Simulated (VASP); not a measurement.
Runs of VASP 6.6.1 on LiRu2. The structure is that of space group P6/mmm (No. 191), or close to it. The cells are those of the table. 

```tsv
task	cell	k mesh	cutoff (eV)	gap on the mesh (eV)	pressure (GPa)	relaxed volume (Å³/atom)
single point	a = 4.324, b = 4.324, c = 2.566 Å, angles 90.0, 90.0, 120.0°, 3 atoms	6 × 6 × 6	520	none	-	-
relaxation of cell and atoms	relaxed from a = 4.324, b = 4.324, c = 2.566 Å, angles 90.0, 90.0, 120.0°, 3 atoms	12 × 12 × 18	600	none	0.0	13.86
single point	a = 4.387, b = 4.387, c = 2.495 Å, angles 90.0, 90.0, 120.0°, 3 atoms	12 × 12 × 18	520	none	-	-
single point	a = 3.367, b = 3.367, c = 3.635 Å, angles 90.0, 90.0, 120.0°, 3 atoms	6 × 6 × 6	520	none	-	-
relaxation of cell and atoms	relaxed from a = 3.367, b = 3.367, c = 3.635 Å, angles 90.0, 90.0, 120.0°, 3 atoms	6 × 6 × 6	600	none	-0.2	(a)
```

Alike in all rows: level PBE; potentials or basis VASP PAW PBE potentials, release 64 (Li_sv, Ru_pv); no spin polarisation; smearing gaussian 0.1 eV.

Estimate the missing entries.

(a) 13.73.

Caveats: some runs use coarse meshes; the cutoff is under 1.25 times the usual one of these potentials, so pressure, stress and relaxed cells hold a basis-set (Pulay) error; atoms lie so close that the PAW spheres overlap strongly, which falsifies energies and pressures (at least some runs); the volume moved by over 15 % at a fixed basis, so the end points are rough (at least some runs).

A k mesh can miss the band edges, and the runs leave out spin-orbit coupling on Ru.

A gap of «none» marks levels without a gap at the run's occupations.
